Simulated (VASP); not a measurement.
**W: single point with PBE**

The system is W.

```
W
1.0
     2.85459    0.00000    0.00000
     0.00000    2.85459    0.00000
     1.42730    1.42730    2.01850
W
1
Direct
  0.00000 0.00000 0.00000
```

This isn't the form of W at room conditions, which is bcc.

| Property | Result |
| --- | --- |
| Program | VASP 6.6.1 |
| Task | single point |
| Functional | PBE |
| Potentials or basis | VASP PAW PBE potentials, release 64 (W_sv) |
| Cutoff | 520 eV |
| k mesh | 12 × 12 × 17 |
| Occupations | gaussian, width 0.1 eV |
| Spin | no spin polarisation |

```
Pressure               : 0.4 GPa
Band gap on the k mesh : zero (bands 7 and 8 overlap by 3.59 eV)
```

Levels at points of the mesh, in eV from the Fermi level:
```
           k point  band 5  band 6  band 7  band 8  band 9  band 10
(0.00, 0.00, 0.00)   -8.99   -0.56   -0.56   -0.56    2.56     2.56
(0.50, 0.00, 0.00)   -5.59   -0.78   -0.78    0.62    5.02     5.02
(0.00, 0.50, 0.00)   -5.59   -0.78   -0.78    0.62    5.02     5.02
(0.50, 0.50, 0.00)   -5.48   -4.51    3.03    4.99    5.75     5.75
```

Wall time 4.8 min on 1 thread of Intel Xeon 8259CL (shared host), peak memory 0.35 GiB.

Caveat: spin-orbit coupling is left out, which moves the levels of the heavy elements.
